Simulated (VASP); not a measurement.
# LiH in VASP: a series of runs

Runs on LiH. Level: HSE06. Tasks: single point.

Everything below comes from runs of VASP 6.6.1. Logs are shortened: lines on timing, memory, paths and dates and some standing lists are left out, and cuts for length are marked.

**1. The cell of the first run**

The structure is tetragonal, space group I4/mmm (No. 139). The conventional cell has a = 2.861 Å, b = 2.861 Å, c = 3.993 Å, α = 90.00°, β = 90.00°, γ = 90.00°. Li (site symmetry 4/mmm) has 6 H at 2.00 to 2.02 Å within 2.6 Å. Within 2.6 Å of H (site symmetry 4/mmm) lie 6 Li at 2.00 to 2.02 Å.

**2. Single point, HSE06 (epitaxial xy strain +1.0%)**

POSCAR

```
LiH
1.0
    0.0000000000      2.0230247895      1.9965451169
    2.0230247895      0.0000000000      1.9965451169
    2.0230247895      2.0230247895      0.0000000000
Li H
1 1
Direct
    0.0000000000      0.0000000000      0.0000000000
    0.5000000000      0.5000000000      0.5000000000
```

INCAR.step1

```
PREC = Accurate
ENCUT = 520
EDIFF = 1E-5
ISMEAR = 0
SIGMA = 0.01
LREAL = F
LASPH = T
NELM = 60
ALGO = Normal
ISIF = 2
LWAVE = T
NBANDS = 9
GGA = PE
```

INCAR.step2

```
PREC = Accurate
ENCUT = 520
EDIFF = 1E-7
ISMEAR = 0
SIGMA = 0.01
LREAL = F
LASPH = T
NELM = 60
ALGO = Normal
ISIF = 2
LWAVE = F
LCHARG = T
GGA = PE
LHFCALC = T
HFSCREEN = 0.2079
PRECFOCK = Normal
LELF = T
LVHAR = T
NBANDS = 9
ISTART = 1
```

KPOINTS

```
Automatic mesh
0
Gamma
  8 8 8
```

Potentials or basis: VASP PAW PBE potentials, release 64 (Li_sv, H).

The run is started by

```console
cat potpaw_PBE.64/Li_sv/POTCAR potpaw_PBE.64/H/POTCAR > POTCAR
cp INCAR.step1 INCAR
mpirun -np 1 vasp_std > vasp.out
cp INCAR.step2 INCAR
mpirun -np 1 vasp_std > vasp.out
```

OUTCAR:

```text
PREC = Accurate
   ENCUT = 520
   EDIFF = 1E-7
   ISMEAR = 0
   LREAL = F
   LASPH = T
   NELM = 60
   ISIF = 2
   GGA = PE
   LHFCALC = T
   HFSCREEN = 0.2079
   PRECFOCK = Normal
   ISTART = 1

 ion  position               nearest neighbor table
   1  0.000  0.000  0.000-
   2  0.500  0.500  0.500-

  LATTYP: Found a body centered tetragonal cell.
 ALAT       =     2.8609890943
 C/A-ratio  =     1.3957027105

  Lattice vectors:

 A1 = (   0.0000000000,  -2.0230247895,  -1.9965451169)
 A2 = (   0.0000000000,   2.0230247895,  -1.9965451169)
 A3 = (   2.0230247895,   0.0000000000,   1.9965451169)

Analysis of symmetry for initial positions (statically):
=====================================================================
 Subroutine PRICEL returns:
 Original cell was already a primitive cell.

 Routine SETGRP: Setting up the symmetry group for a
 body centered tetragonal supercell.

 Subroutine GETGRP returns: Found 16 space group operations
 (whereof 16 operations were pure point group operations)
 out of a pool of 16 trial point group operations.

The static configuration has the point symmetry D_4h.

Analysis of symmetry for dynamics (positions and initial velocities):
=====================================================================
 Subroutine PRICEL returns:
 Original cell was already a primitive cell.

 Routine SETGRP: Setting up the symmetry group for a
 body centered tetragonal supercell.

 Subroutine GETGRP returns: Found 16 space group operations
 (whereof 16 operations were pure point group operations)
 out of a pool of 16 trial point group operations.

The dynamic configuration has the point symmetry D_4h.

 Subroutine INISYM returns: Found 16 space group operations
 (whereof 16 operations are pure point group operations),
 and found     1 'primitive' translations

----------------------------------------------------------------------------------------

                                     Primitive cell

  volume of cell :      16.3422

  direct lattice vectors                    reciprocal lattice vectors
     0.000000000  2.023024789  1.996545117    -0.247154658  0.247154658  0.250432608
     2.023024789  0.000000000  1.996545117     0.247154658 -0.247154658  0.250432608
     2.023024789  2.023024789  0.000000000     0.247154658  0.247154658 -0.250432608
[... 96 lines left out ...]
   NUPDOWN=      -1.0000    fix difference up-down
   EMIN   =  10.00;   EMAX   =-10.00  energy-range for DOS
   EFERMI =   0.00;   METHOD = LEGACY
   ISMEAR =     0;   SIGMA  =   0.01  broadening in eV -4-tet -1-fermi 0-gaus
   EFERMI_NEDOS =   21; number of points for ismear=-14 and -15
   IALGO  =     38    algorithm
   IMIX   =      1    mixing-type and parameters
     AMIX     =   0.40;   BMIX     =  1.00
     AMIX_MAG =   1.60;   BMIX_MAG =  1.00
  volume/ion in A,a.u.               =       8.17        55.14
  Fermi-wavevector in a.u.,A,eV,Ry     =   1.024057  1.935188 14.268343  1.048694
  Thomas-Fermi vector in A             =   2.157824
   LORBIT       =      0    0 simple, 1 ext, 2 COOP (PROOUT), +10 PAW based schemes
   GGA     = PE    functional components
   LHFCALC =     T    Hartree Fock is set to
   PRECFOCK=normal    Normal, Fast or Accurate (Low or Medium for compatibility)
   ENCUT4O =  -1.0   cutoff for four orbital integrals eV
   NKREDX  =     1    reduce k-point grid by
   NKREDY  =     1    reduce k-point grid by
   NKREDZ  =     1    reduce k-point grid by
   AEXX    =    0.2500 exact exchange contribution
   HFSCREEN=    0.2079 screening length (either q_TF or 0.3 A-1)
   HFSCREENC=   0.2079 screening length for correlation (either q_TF or 0.3 A-1)
   ENCUTFOCK=  -1.0 apply spherical cutoff to Coloumb kernel
   IVDW    =     0    specifies the selected vdW correction
   LEPSILON=     F    determine dielectric tensor
   LRPA    =     F    only Hartree local field effects (RPA)
 non-spin polarized calculation
 Gauss-broadening in eV      SIGMA  =   0.01
  energy-cutoff  :      520.00
  volume of cell :       16.34
 maximum number of plane-waves:       451
 NGX is ok and might be reduce to    24
  NGX = 16; NGY = 16; NGZ = 16

 number of electron       3.9999995 magnetization

 Free energy of the ion-electron system (eV)
  ---------------------------------------------------
  ext. energy  EPLUGINS =         0.00000000
  ---------------------------------------------------
  free energy    TOTEN  =        -6.78490738 eV

  energy without entropy =       -6.78490738  energy(sigma->0) =       -6.78490738

 E-fermi :  -0.3537     XC(G=0):  -7.0862

 val. band max:       -0.5934278176   @ k =   0.5000   0.5000   0.0000
 cond. band min:       3.2511181784   @ k =   0.5000   0.0000   0.5000
 fundamental gap:      3.8445459960
 Fermi energy:        -0.3537074432

 k-point     1 :       0.0000    0.0000    0.0000
  band No.  band energies     occupation
      1     -47.9682      2.00000
      2      -6.6768      2.00000
      3      17.0711      0.00000
      4      18.5719      0.00000
      5      18.6803      0.00000
      6      18.6803      0.00000
      7      23.2003      0.00000
      8      23.2003      0.00000
      9      23.2693      0.00000
[... 265 lines left out ...]
 k-point    24 :       0.3750    0.0000    0.1250
  band No.  band energies     occupation
      1     -47.9284      2.00000
      2      -4.3109      2.00000
      3       7.8479      0.00000
      4      13.1092      0.00000
      5      14.8653      0.00000
      6      17.6223      0.00000
      7      22.7587      0.00000
      8      24.2590      0.00000
      9      24.5389      0.00000

 [... further k-points ...]

------------------------ aborting loop because EDIFF is reached ----------------------------------------

  FORCE on cell =-STRESS in cart. coord.  units (eV):
  Direction    XX          YY          ZZ          XY          YZ          ZX
  --------------------------------------------------------------------------------------
  -------------------------------------------------------------------------------------
  Total       -0.1548430     -0.1548430     -0.0644969      0.0000000     -0.0000000     -0.0000000
  in kB      -15.1806571    -15.1806571     -6.3232158      0.0000000     -0.0000000     -0.0000000
  external PRESSURE =     -12.2281767 kB  Pullay stress =       0.0000000 kB

 VOLUME and BASIS-vectors are now :
 -----------------------------------------------------------------------------
  energy-cutoff  :      520.00
  volume of cell :       16.34
      direct lattice vectors                 reciprocal lattice vectors
     0.000000000  2.023024789  1.996545117    -0.247154658  0.247154658  0.250432608
     2.023024789  0.000000000  1.996545117     0.247154658 -0.247154658  0.250432608
     2.023024789  2.023024789  0.000000000     0.247154658  0.247154658 -0.250432608

 POSITION                                       TOTAL-FORCE (eV/Angst)
 -----------------------------------------------------------------------------------
      0.00000      0.00000      0.00000         0.000000      0.000000     -0.000000
      2.02302      2.02302      1.99655         0.000000      0.000000      0.000000
 -----------------------------------------------------------------------------------
    total drift:                               -0.000000      0.000000     -0.000000

  FREE ENERGIE OF THE ION-ELECTRON SYSTEM (eV)
  ---------------------------------------------------
  free  energy   TOTEN  =        -6.7849073822 eV

  energy  without entropy=       -6.7849073822  energy(sigma->0) =       -6.78490738
```

Run time: 4.3 min. Hardware: 1 thread of Intel Xeon 6975P-C (Granite Rapids), shared host; peak memory 0.24 GiB.

What came out:

- Free energy: -6.7849 eV
- Band gap on the k mesh: 3.84 eV (least direct gap 3.95 eV)

Caveat: the cell differs from its parent crystal (epitaxial xy strain +1.0%); the cutoff is under 1.25 times the usual one of these potentials, so pressure, stress and relaxed cells hold a basis-set (Pulay) error; the PAW data sets were made with another functional, which shifts forces and pressure a little. A k mesh can miss the band edges.

**3. Single point, HSE06 (strain along [111] +1.5%)**

POSCAR

```
LiH
1.0
    0.0200299484      2.0230247895      2.0230247895
    2.0230247895      0.0200299484      2.0230247895
    2.0230247895      2.0230247895      0.0200299484
Li H
1 1
Direct
    0.0000000000      0.0000000000      0.0000000000
    0.5000000000      0.5000000000      0.5000000000
```

INCAR.step1

```
SYSTEM = LiH
PREC = Accurate
ENCUT = 520
EDIFF = 1E-5
ISMEAR = 0
SIGMA = 0.01
LREAL = .FALSE.
LASPH = .TRUE.
NELM = 100
ALGO = Normal
ISIF = 2
LWAVE = .TRUE.
LCHARG = .FALSE.
NBANDS = 9
GGA = PE
```

INCAR.step2

```
SYSTEM = LiH
PREC = Accurate
ENCUT = 520
EDIFF = 1E-6
ISMEAR = 0
SIGMA = 0.01
LREAL = .FALSE.
LASPH = .TRUE.
NELM = 100
ALGO = Normal
ISIF = 2
LWAVE = .FALSE.
LCHARG = .FALSE.
GGA = PE
LHFCALC = .TRUE.
HFSCREEN = 0.2079
PRECFOCK = Normal
NBANDS = 9
ISTART = 1
```

KPOINTS

```
Automatic mesh
0
G
  8 8 8
  0 0 0
```

Potentials or basis: VASP PAW PBE potentials, release 64 (Li_sv, H).

The run is started by

```console
cat potpaw_PBE.64/Li_sv/POTCAR potpaw_PBE.64/H/POTCAR > POTCAR
cp INCAR.step1 INCAR
mpirun -np 1 vasp_std > vasp.out
cp INCAR.step2 INCAR
mpirun -np 1 vasp_std > vasp.out
```

OUTCAR:

```text
SYSTEM = LiH
   PREC = Accurate
   ENCUT = 520
   EDIFF = 1E-6
   ISMEAR = 0
   LREAL = .FALSE.
   LASPH = .TRUE.
   NELM = 100
   ISIF = 2
   GGA = PE
   LHFCALC = .TRUE.
   HFSCREEN = 0.2079
   PRECFOCK = Normal
   ISTART = 1

 ion  position               nearest neighbor table
   1  0.000  0.000  0.000-
   2  0.500  0.500  0.500-

  LATTYP: Found a trigonal (rhomboedric) cell.
 ALAT       =     2.8610592089
 COS(alpha) =     0.5098759986

  Lattice vectors:

 A1 = (   0.0200299484,   2.0230247895,   2.0230247895)
 A2 = (   2.0230247895,   0.0200299484,   2.0230247895)
 A3 = (   2.0230247895,   2.0230247895,   0.0200299484)

Analysis of symmetry for initial positions (statically):
=====================================================================
 Subroutine PRICEL returns:
 Original cell was already a primitive cell.

 Routine SETGRP: Setting up the symmetry group for a
 trigonal (rhombohedral) supercell.

 Subroutine GETGRP returns: Found 12 space group operations
 (whereof 12 operations were pure point group operations)
 out of a pool of 12 trial point group operations.

The static configuration has the point symmetry D_3d.

Analysis of symmetry for dynamics (positions and initial velocities):
=====================================================================
 Subroutine PRICEL returns:
 Original cell was already a primitive cell.

 Routine SETGRP: Setting up the symmetry group for a
 trigonal (rhombohedral) supercell.

 Subroutine GETGRP returns: Found 12 space group operations
 (whereof 12 operations were pure point group operations)
 out of a pool of 12 trial point group operations.

The dynamic configuration has the point symmetry D_3d.

 Subroutine INISYM returns: Found 12 space group operations
 (whereof 12 operations are pure point group operations),
 and found     1 'primitive' translations

----------------------------------------------------------------------------------------

[... 126 lines left out ...]
   HFSCREENC=   0.2079 screening length for correlation (either q_TF or 0.3 A-1)
   ENCUTFOCK=  -1.0 apply spherical cutoff to Coloumb kernel
   IVDW    =     0    specifies the selected vdW correction
   LEPSILON=     F    determine dielectric tensor
   LRPA    =     F    only Hartree local field effects (RPA)
 non-spin polarized calculation
 Gauss-broadening in eV      SIGMA  =   0.01
  energy-cutoff  :      520.00
  volume of cell :       16.31
 maximum number of plane-waves:       449
 NGX is ok and might be reduce to    24
  NGX = 16; NGY = 16; NGZ = 16

 number of electron       3.9999995 magnetization

 Free energy of the ion-electron system (eV)
  ---------------------------------------------------
  ext. energy  EPLUGINS =         0.00000000
  ---------------------------------------------------
  free energy    TOTEN  =        -6.78471343 eV

  energy without entropy =       -6.78471343  energy(sigma->0) =       -6.78471343

 E-fermi :  -0.5262     XC(G=0):  -7.0913

 val. band max:       -0.6582322215   @ k =   0.5000   0.5000  -0.0000
 cond. band min:       3.3187085668   @ k =   0.5000   0.5000  -0.0000
 fundamental gap:      3.9769407883
 Fermi energy:        -0.5262183179

 k-point     1 :       0.0000    0.0000    0.0000
  band No.  band energies     occupation
      1     -47.9607      2.00000
      2      -6.6772      2.00000
      3      17.1002      0.00000
      4      18.3667      0.00000
      5      18.8155      0.00000
      6      18.8155      0.00000
      7      22.9065      0.00000
      8      23.4311      0.00000
      9      23.4311      0.00000
[... 265 lines left out ...]
 k-point    24 :       0.3750    0.1250    0.1250
  band No.  band energies     occupation
      1     -47.9262      2.00000
      2      -4.7653      2.00000
      3       9.2353      0.00000
      4      12.1768      0.00000
      5      16.8348      0.00000
      6      18.2346      0.00000
      7      21.6779      0.00000
      8      24.7291      0.00000
      9      25.7728      0.00000

 [... further k-points ...]

------------------------ aborting loop because EDIFF is reached ----------------------------------------

  FORCE on cell =-STRESS in cart. coord.  units (eV):
  Direction    XX          YY          ZZ          XY          YZ          ZX
  --------------------------------------------------------------------------------------
  -------------------------------------------------------------------------------------
  Total       -0.1234861     -0.1234861     -0.1234861     -0.0510782     -0.0510782     -0.0510782
  in kB      -12.1281057    -12.1281057    -12.1281057     -5.0166130     -5.0166130     -5.0166130
  external PRESSURE =     -12.1281057 kB  Pullay stress =       0.0000000 kB

 VOLUME and BASIS-vectors are now :
 -----------------------------------------------------------------------------
  energy-cutoff  :      520.00
  volume of cell :       16.31
      direct lattice vectors                 reciprocal lattice vectors
     0.020029948  2.023024789  2.023024789    -0.250855890  0.248396519  0.248396519
     2.023024789  0.020029948  2.023024789     0.248396519 -0.250855890  0.248396519
     2.023024789  2.023024789  0.020029948     0.248396519  0.248396519 -0.250855890

 POSITION                                       TOTAL-FORCE (eV/Angst)
 -----------------------------------------------------------------------------------
      0.00000      0.00000      0.00000         0.000000      0.000000     -0.000000
      2.03304      2.03304      2.03304        -0.000000     -0.000000      0.000000
 -----------------------------------------------------------------------------------
    total drift:                                0.000000      0.000001      0.000000

  FREE ENERGIE OF THE ION-ELECTRON SYSTEM (eV)
  ---------------------------------------------------
  free  energy   TOTEN  =        -6.7847134308 eV

  energy  without entropy=       -6.7847134308  energy(sigma->0) =       -6.78471343
```

OSZICAR.step1:

```text
N       E                     dE             d eps       ncg     rms          rms(c)
DAV:   1    -0.115301424912E+01   -0.11530E+01   -0.13676E+03  1178   0.401E+02
DAV:   2    -0.629842737914E+01   -0.51454E+01   -0.51110E+01  1688   0.574E+01
DAV:   3    -0.636749487777E+01   -0.69067E-01   -0.69043E-01  1466   0.565E+00
DAV:   4    -0.636780950153E+01   -0.31462E-03   -0.31459E-03  1595   0.321E-01
DAV:   5    -0.636781093045E+01   -0.14289E-05   -0.14289E-05  1431   0.160E-02    0.287E+00
DAV:   6    -0.618490058997E+01    0.18291E+00   -0.14997E-01  1287   0.119E+00    0.144E+00
DAV:   7    -0.612409320193E+01    0.60807E-01   -0.19260E-01  1350   0.153E+00    0.220E-01
DAV:   8    -0.612591345309E+01   -0.18203E-02   -0.43765E-03  1364   0.432E-01    0.430E-02
DAV:   9    -0.612587736630E+01    0.36087E-04   -0.15538E-04  1529   0.478E-02    0.673E-03
DAV:  10    -0.612587707120E+01    0.29510E-06   -0.63649E-06  1094   0.181E-02
   1 F= -.61258771E+01 E0= -.61258771E+01  d E =-.648423E-28
```

It took 2.6 min on 1 thread of Intel Xeon 6975P-C (Granite Rapids), shared host; peak memory 0.24 GiB.

Results:

* Free energy: -6.7847 eV
* Band gap on the k mesh: 3.98 eV

Levels at points of the mesh, in eV from the valence-band top:
```csv
k point,band 1,band 2,band 3,band 4,band 5,band 6,band 7
"(0.00, 0.00, 0.00)",-47.30,-6.02,17.76,19.02,19.47,19.47,23.56
"(0.50, 0.00, 0.00)",-47.25,-2.79,5.96,15.06,17.76,17.90,20.27
"(0.50, 0.50, 0.00)",-47.24,0.00,3.98,11.94,12.27,15.19,18.75
"(0.50, 0.50, 0.50)",-47.26,-2.94,5.81,15.34,18.09,18.09,20.69
```

Caveat: the cell differs from its parent crystal (strain along [111] +1.5%); the cutoff is under 1.25 times the usual one of these potentials, so pressure, stress and relaxed cells hold a basis-set (Pulay) error; the PAW data sets were made with another functional, which shifts forces and pressure a little.
